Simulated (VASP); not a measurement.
Write the native input for VASP 6.6.1 that does the following.

* Task: single point
* Functional: PBE
* Dispersion: D3(BJ)
* Potentials or basis: VASP PAW PBE potentials, release 64 (C, H)
* Cutoff: 520 eV
* k mesh: 6 × 4 × 1
* Occupations: gaussian, width 0.1 eV
* Spin: no spin polarisation
* Dipole correction: yes
* Further INCAR settings: LREAL = Auto; ALGO = Normal; EDIFF = 1e-07; NBANDS = 56

The structure of HC20 lies in POSCAR:

```
HC20
1.0
    4.9292027291      0.0000000000      0.0000000000
    0.0000000000      6.8054113579      0.0000000000
    0.0000000000      0.0000000000     22.2346643469
C H
20 1
Direct
    0.3122885183      0.2500141188      0.1798992752
    0.8122885183      0.2500141188      0.1798992752
    0.0622635010      0.2500141188      0.2119095571
    0.5622635010      0.2500141188      0.2119095571
    0.1871989222      0.7499858812      0.2279080302
    0.6871989222      0.7499858812      0.2279080302
    0.4371739048      0.7499858812      0.2599183120
    0.9371739048      0.7499858812      0.2599183120
    0.0621093260      0.2500141188      0.2759167852
    0.5621093260      0.2500141188      0.2759167852
    0.3120409925      0.2500133946      0.3071026518
    0.8120409925      0.2500133946      0.3071026518
    0.4371093881      0.7499905632      0.3309339292
    0.9371093881      0.7499905632      0.3309339292
    0.1866551682      0.7499900467      0.3565506911
    0.6866551682      0.7499900467      0.3565506911
    0.3119519864      0.2500147752      0.3740490919
    0.8119519864      0.2500147752      0.3740490919
    0.0621664184      0.2500173699      0.4018349100
    0.5621664184      0.2500173699      0.4018349100
    0.3121664184      0.5833507033      0.5502518120
```

These files were run (other wordings do the same):

INCAR

```
PREC = Accurate
ENCUT = 520
EDIFF = 1E-7
ISMEAR = 0
SIGMA = 0.1
LREAL = Auto
LASPH = True
NELM = 60
ALGO = Normal
ISIF = 2
LWAVE = False
LCHARG = False
LDIPOL = True
IDIPOL = 3
DIPOL = 0.5 0.5 0.305
GGA = PE
IVDW = 12
NBANDS = 56
```

KPOINTS

```
Automatic mesh
0
Gamma
  6 4 1
```

Potentials or basis: VASP PAW PBE potentials, release 64 (C, H).

Run with:

```bash
$ cat potpaw_PBE.64/C/POTCAR potpaw_PBE.64/H/POTCAR > POTCAR
$ mpirun -np 1 vasp_std > vasp.out
```

It gave:

| Property | Result |
| --- | --- |
| Largest force | 3.396 eV/Å |
| Band gap on the k mesh | zero (an odd number of electrons rules out a gap without spin polarisation) |
| Dispersion energy per atom | -0.103 eV |

Caveat: an odd number of electrons without spin polarisation forces a metal; a magnetic or distorted state may lie lower.

Wall time 25 min on 1 thread of Intel(R) Xeon(R) Platinum 8488C (Sapphire Rapids), on a shared host, peak memory 0.89 GiB.
